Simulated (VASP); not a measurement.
**AlNi: single point with PBEsol**

Crystal: AlNi.

```xyz
2
Lattice="2.0213 -2.0213 0.0000 2.0213 2.0213 0.0000 0.0000 0.0000 2.8694" Properties=species:S:1:pos:R:3 pbc="T T T"
Al   -0.0707   -0.0707    0.0000
Ni    2.0538    0.0325    1.4347
```

This cell differs from its parent crystal: atoms displaced along a vibrational mode.

* Program: VASP 6.6.1
* Task: single point
* Functional: PBEsol
* Potentials or basis: VASP PAW PBE potentials, release 64 (Al, Ni)
* Cutoff: 520 eV
* k mesh: 20 × 20 × 20
* Occupations: gaussian, width 0.15 eV
* Spin: no spin polarisation
* Dipole correction: no
* Further INCAR settings: ALGO = Fast; EDIFF = 1e-06; NBANDS = 14

- Pressure: 1.8 GPa
- Largest force: 0.911 eV/Å
- Band gap on the k mesh: zero (an odd number of electrons rules out a gap without spin polarisation)

Forces in eV/Å, atoms in the order of the input:
```
Al   0.644  0.644  0.000
Ni  -0.644 -0.644  0.000
```

Stress tensor (GPa, compression positive):
```
 1.66 -0.59  0.00
-0.59  1.66  0.00
 0.00  0.00  1.97
```

Levels at points of the mesh, in eV from the Fermi level:
```tsv
k point	band 3	band 4	band 5	band 6	band 7	band 8	band 9	band 10	band 11	band 12
(0.00, 0.00, 0.00)	-3.34	-1.61	-1.59	-1.58	5.50	5.64	5.65	8.23	8.27	13.94
(0.50, 0.00, 0.00)	-2.85	-2.35	-2.29	-1.50	-0.66	8.36	10.03	10.25	11.00	11.06
(0.00, 0.50, 0.00)	-2.87	-2.32	-2.30	-1.52	-0.64	8.38	9.93	10.06	11.13	11.24
(0.50, 0.50, 0.00)	-2.91	-2.79	-2.18	-2.15	-1.04	1.53	2.60	12.49	15.13	15.24
(0.00, 0.00, 0.50)	-2.86	-2.33	-2.30	-1.49	-0.69	8.36	10.14	10.23	10.96	11.13
(0.50, 0.00, 0.50)	-3.00	-2.98	-2.07	-2.07	-1.06	1.47	2.57	12.64	14.68	14.70
(0.00, 0.50, 0.50)	-2.94	-2.81	-2.16	-2.13	-1.05	1.49	2.57	12.58	15.23	15.30
(0.50, 0.50, 0.50)	-4.18	-1.03	-1.01	1.91	1.92	2.01	3.67	4.61	4.65	4.82
```

Wall time 6.3 min on 1 thread of AMD EPYC 9R45 96-Core Processor (Zen 5), on a shared host, peak memory 0.77 GiB.

Caveat: the cell differs from its parent crystal (atoms displaced along a vibrational mode); the PAW data sets were made with another functional, which shifts forces and pressure a little. Spin polarisation is off, so any magnetic state and its effect on volume and gap are missing.
